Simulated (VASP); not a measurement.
Here is a VASP 6.6.1 calculation.

Contents of INCAR:

```
  PREC = Accurate
  ENCUT = 520
  EDIFF = 1E-6
  ISMEAR = 0
  SIGMA = 0.1
  LREAL = False
  LASPH = True
  NELM = 150
  ALGO = Normal
  ISIF = 2
  LWAVE = False
  LCHARG = False
  ISPIN = 2
  MAGMOM = 2.49 -0.26 -0.28 -0.28
  LORBIT = 11
  LMAXMIX = 4
  GGA = PE
  NBANDS = 28
```

Contents of KPOINTS:

```
Automatic mesh
0
Gamma
  6 6 6
```

File POSCAR:

```
WSe3
1.0
   -2.1972907733      2.1972907733      4.9082339352
    2.1972907733     -2.1972907733      4.9082339352
    2.1972907733      2.1972907733     -4.9082339352
W Se
1 3
Direct
    0.0000000000      0.0000000000      0.0000000000
    0.5000000000      0.5000000000      0.0000000000
    0.2500000000      0.7500000000      0.5000000000
    0.7500000000      0.2500000000      0.5000000000
```

Potentials or basis: VASP PAW PBE potentials, release 64 (W_sv, Se).

Run with:

```sh
$ cat potpaw_PBE.64/W_sv/POTCAR potpaw_PBE.64/Se/POTCAR > POTCAR
$ mpirun -np 1 vasp_std > vasp.out
```

(1) Estimate the net moment.

(2) Estimate the site moments.

Answers

(1) 1.89 μB per cell.

(2) W +2.17; Se -0.20 μB.
